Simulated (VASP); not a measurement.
# KTe6Br (P6/mmm) in VASP: notebook, part 2 of 2

VASP 6.6.1.

## Step 4: Single point, PBE

This run uses another cell than the first one, of 31.00 Å³/atom.

The input, INCAR:

```
ALGO = Normal
EDIFF = 1E-6
ENCUT = 520
GGA = PE
ISIF = 2
ISMEAR = 0
LASPH = True
LCHARG = True
LELF = True
LREAL = False
LVHAR = True
LWAVE = False
NBANDS = 36
NELM = 60
PREC = Accurate
SIGMA = 0.1
```

The input, KPOINTS:

```
k-points
0
Gamma
  3 3 4
```

The input, POSCAR:

```
KTe6Br
1.0
    6.8259379284      0.0000000000      0.0000000000
   -3.4129689642      5.9114356506      0.0000000000
    0.0000000000      0.0000000000      6.1453342398
K Te Br
1 6 1
Direct
    0.0000000000      0.0000000000      0.5000000000
    0.5000000000      0.0000000000      0.7423279646
    0.0000000000      0.5000000000      0.7423279646
    0.5000000000      0.5000000000      0.7423279646
    0.0000000000      0.5000000000      0.2576720354
    0.5000000000      0.0000000000      0.2576720354
    0.5000000000      0.5000000000      0.2576720354
    0.0000000000      0.0000000000      0.0000000000
```

Potentials or basis: VASP PAW PBE potentials, release 64 (K_sv, Te, Br).

The run is started by

```sh
> cat potpaw_PBE.64/K_sv/POTCAR potpaw_PBE.64/Te/POTCAR potpaw_PBE.64/Br/POTCAR > POTCAR
> mpirun -np 1 vasp_std > vasp.out
```

OUTCAR:

```text
EDIFF = 1E-6
   ENCUT = 520
   GGA = PE
   ISIF = 2
   ISMEAR = 0
   LASPH = True
   LREAL = False
   NELM = 60
   PREC = Accurate

 ion  position               nearest neighbor table
   1  0.000  0.000  0.500-   8 3.07   8 3.07   5 3.72   7 3.72   3 3.72   4 3.72   3 3.72   5 3.72
                             4 3.72   7 3.72   2 3.72   6 3.72   6 3.72   2 3.72
   2  0.500  0.000  0.742-   6 2.98   6 3.17   4 3.41   3 3.41   4 3.41   3 3.41   1 3.72   1 3.72

   3  0.000  0.500  0.742-   5 2.98   5 3.17   2 3.41   2 3.41   4 3.41   4 3.41   1 3.72   1 3.72
[... 556 lines left out ...]
  Total       -0.0516970     -0.0516970     -0.3869165      0.0000000      0.0000000      0.0000000
  in kB       -0.3340221     -0.3340221     -2.4999253      0.0000000      0.0000000      0.0000000
  external PRESSURE =      -1.0559899 kB  Pullay stress =       0.0000000 kB

 VOLUME and BASIS-vectors are now :
 -----------------------------------------------------------------------------
  energy-cutoff  :      520.00
  volume of cell :      247.97
      direct lattice vectors                 reciprocal lattice vectors
     6.825937928  0.000000000  0.000000000     0.146500014  0.084581822  0.000000000
    -3.412968964  5.911435651  0.000000000     0.000000000  0.169163645  0.000000000
     0.000000000  0.000000000  6.145334240     0.000000000  0.000000000  0.162725079

 POSITION                                       TOTAL-FORCE (eV/Angst)
 -----------------------------------------------------------------------------------
      0.00000      0.00000      3.07267        -0.000000      0.000000     -0.000000
      3.41297      0.00000      4.56185        -0.000000     -0.000000      0.023030
     -1.70648      2.95572      4.56185         0.000000      0.000000      0.023030
      1.70648      2.95572      4.56185        -0.000000      0.000000      0.023030
     -1.70648      2.95572      1.58348        -0.000000     -0.000000     -0.023030
      3.41297      0.00000      1.58348        -0.000000      0.000000     -0.023030
      1.70648      2.95572      1.58348         0.000000     -0.000000     -0.023030
      0.00000      0.00000      0.00000        -0.000000      0.000000     -0.000000
 -----------------------------------------------------------------------------------
    total drift:                                0.000000     -0.000000     -0.000000

  FREE ENERGIE OF THE ION-ELECTRON SYSTEM (eV)
  ---------------------------------------------------
  free  energy   TOTEN  =       -23.0692082944 eV

  energy  without entropy=      -23.0508379477  energy(sigma->0) =      -23.06002312
```

OSZICAR:

```text
N       E                     dE             d eps       ncg     rms          rms(c)
DAV:   1     0.276481362290E+03    0.27648E+03   -0.20518E+04   648   0.121E+03
DAV:   2    -0.959262312851E+00   -0.27744E+03   -0.26819E+03   824   0.224E+02
DAV:   3    -0.232755794001E+02   -0.22316E+02   -0.22048E+02   944   0.605E+01
DAV:   4    -0.238038789906E+02   -0.52830E+00   -0.52601E+00   832   0.970E+00
DAV:   5    -0.238229858987E+02   -0.19107E-01   -0.19099E-01   932   0.142E+00    0.155E+01
DAV:   6    -0.231187239449E+02    0.70426E+00   -0.83151E-01   808   0.425E+00    0.957E+00
DAV:   7    -0.231536752534E+02   -0.34951E-01   -0.18475E+00   840   0.468E+00    0.245E+00
DAV:   8    -0.231033834470E+02    0.50292E-01   -0.37186E-01   720   0.215E+00    0.272E+00
DAV:   9    -0.230730166559E+02    0.30367E-01   -0.10954E-01   756   0.965E-01    0.105E+00
DAV:  10    -0.230712993195E+02    0.17173E-02   -0.14158E-02   752   0.403E-01    0.320E-01
DAV:  11    -0.230692006061E+02    0.20987E-02   -0.12228E-02   828   0.380E-01    0.306E-01
DAV:  12    -0.230693903321E+02   -0.18973E-03   -0.21796E-03   752   0.148E-01    0.252E-01
DAV:  13    -0.230692505642E+02    0.13977E-03   -0.14840E-04   768   0.433E-02    0.134E-01
DAV:  14    -0.230692090713E+02    0.41493E-04   -0.25359E-04   716   0.468E-02    0.221E-02
DAV:  15    -0.230692087612E+02    0.31009E-06   -0.10857E-05   728   0.128E-02    0.604E-03
DAV:  16    -0.230692082944E+02    0.46677E-06   -0.90844E-07   464   0.459E-03
   1 F= -.23069208E+02 E0= -.23060023E+02  d E =-.183703E-01
```

Wall time 3.5 min (1 thread of Oxide Virtual Turin-like, shared host); peak memory 0.36 GiB.

Results:

```
Free energy            : -23.0692 eV
Pressure               : -0.1 GPa
Largest force          : 0.023 eV/Å
Band gap on the k mesh : zero (bands 26 and 27 overlap by 2.15 eV)
```

Forces in eV/Å, atoms in the order of the input:
```
K    0.000  0.000  0.000
Te   0.000  0.000  0.023
Te   0.000  0.000  0.023
Te   0.000  0.000  0.023
Te   0.000  0.000 -0.023
Te   0.000  0.000 -0.023
Te   0.000  0.000 -0.023
Br   0.000  0.000  0.000
```

Levels at points of the mesh, in eV from the Fermi level:
| k point | band 23 | band 24 | band 25 | band 26 | band 27 | band 28 | band 29 | band 30 |
| --- | --- | --- | --- | --- | --- | --- | --- | --- |
| (0.00, 0.00, 0.00) | -1.32 | -0.02 | 1.02 | 1.02 | 1.78 | 2.54 | 2.54 | 2.58 |
| (0.00, 0.00, 0.50) | -0.71 | -0.71 | -0.30 | -0.30 | 0.54 | 0.94 | 1.46 | 1.46 |

Caveat: spin-orbit coupling is left out, which moves the levels of the heavy elements.

## Step 5: Single point, PBE

This run uses another cell than the first one, of 30.30 Å³/atom.

The input, INCAR:

```
PREC = Accurate
ENCUT = 520
EDIFF = 1E-6
ISMEAR = 0
SIGMA = 0.1
LREAL = False
LASPH = True
NELM = 60
ALGO = Fast
ISIF = 2
LWAVE = False
LCHARG = False
GGA = PE
NBANDS = 36
```

The input, KPOINTS:

```
regular mesh
0
Gamma
  6 6 6
```

The input, POSCAR:

```
KTe6Br
1.0
    6.6368577727      0.0000000000      0.0000000000
   -3.3184288864      5.7476874325      0.0000000000
    0.0000000000      0.0000000000      6.3537092998
K Te Br
1 6 1
Direct
    0.0000000000      0.0000000000      0.5000000000
    0.5000000000      0.0000000000      0.7433846997
    0.0000000000      0.5000000000      0.7433846997
    0.5000000000      0.5000000000      0.7433846997
    0.0000000000      0.5000000000      0.2566153003
    0.5000000000      0.0000000000      0.2566153003
    0.5000000000      0.5000000000      0.2566153003
    0.0000000000      0.0000000000      0.0000000000
```

The run is started by

```sh
> cat potpaw_PBE.64/K_sv/POTCAR potpaw_PBE.64/Te/POTCAR potpaw_PBE.64/Br/POTCAR > POTCAR
> mpirun -np 1 vasp_std > vasp.out
```

It took 8.3 min on 1 thread of Oxide Virtual Turin-like, shared host; peak memory 0.43 GiB.

It converged, with:

```
Free energy            : -23.0765 eV
Pressure               : 0.0 GPa
Band gap on the k mesh : zero (bands 26 and 27 overlap by 2.79 eV)
```

Levels at points of the mesh, in eV from the Fermi level:
```csv
k point,band 24,band 25,band 26,band 27,band 28,band 29
"(0.00, 0.00, 0.00)",0.36,1.47,1.47,1.75,1.87,2.36
"(0.50, 0.00, 0.00)",-0.89,-0.71,-0.65,-0.33,1.08,2.13
"(0.00, 0.00, 0.50)",-0.78,-0.57,-0.57,0.86,1.18,1.83
"(0.50, 0.00, 0.50)",-1.48,-1.29,-1.28,-1.26,-1.16,-0.85
```

Caveat: spin-orbit coupling is left out, which moves the levels of the heavy elements.

## Step 6: Overview

| cell | k mesh | gap on the mesh (eV) | pressure (GPa) | largest force (eV/Å) |
| --- | --- | --- | --- | --- |
| a = 6.642, b = 6.642, c = 6.505 Å, angles 90.0, 90.0, 120.0°, 8 atoms, atomic positions A | 3 × 3 × 2 | none | 0.0 | 0.03 |
| a = 5.989, b = 5.989, c = 9.293 Å, angles 90.0, 90.0, 120.0°, 8 atoms, atomic positions B | 3 × 3 × 2 | none | 6.1 | 0.25 |
| a = 6.826, b = 6.826, c = 6.145 Å, angles 90.0, 90.0, 120.0°, 8 atoms, atomic positions C | 3 × 3 × 4 | none | -0.1 | 0.02 |
| a = 6.637, b = 6.637, c = 6.354 Å, angles 90.0, 90.0, 120.0°, 8 atoms, atomic positions D | 6 × 6 × 6 | none | 0.0 | - |

Alike in all rows: task single point; level PBE; potentials or basis VASP PAW PBE potentials, release 64 (K_sv, Te, Br); no spin polarisation; cutoff (eV) 520; smearing gaussian 0.1 eV.

Caveats: some runs use coarse meshes; spin-orbit coupling is left out, which moves the levels of the heavy elements.

Absolute energies hang on the potentials; compare differences alone.
